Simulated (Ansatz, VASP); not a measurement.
# Zr in VASP and in Ansatz

```
CELL_PARAMETERS angstrom
0.00000 2.26462 2.26462
2.26462 0.00000 2.26462
2.26462 2.26462 0.00000
ATOMIC_POSITIONS crystal
Zr 0.00000 0.00000 0.00000
```

Alike in both runs: task single point; functional LDA; k mesh 10 × 10 × 10; occupations gaussian, width 0.1 eV; no spin polarisation.

|  | VASP | Ansatz |
| --- | --- | --- |
| version | VASP 6.6.1 | Ansatz 0.2.0 |
| potentials or method | VASP PAW LDA potentials, release 64 (Zr_sv), cutoff 520 eV | scalar-relativistic, plane waves, PAW |
| valence electrons in the cell | 12 | 12 |

|  | VASP | Ansatz | Ansatz less VASP |
| --- | --- | --- | --- |
| gap on the k mesh at the Fermi level (eV) | none | none | - |
| pressure (GPa) | -6.5 | -6.6 | -0.08 |

LDA's correlation is that of Perdew and Zunger in VASP and of Perdew and Wang (1992) in Ansatz. A gap of «none» marks a metal or a gap that the smearing closes.
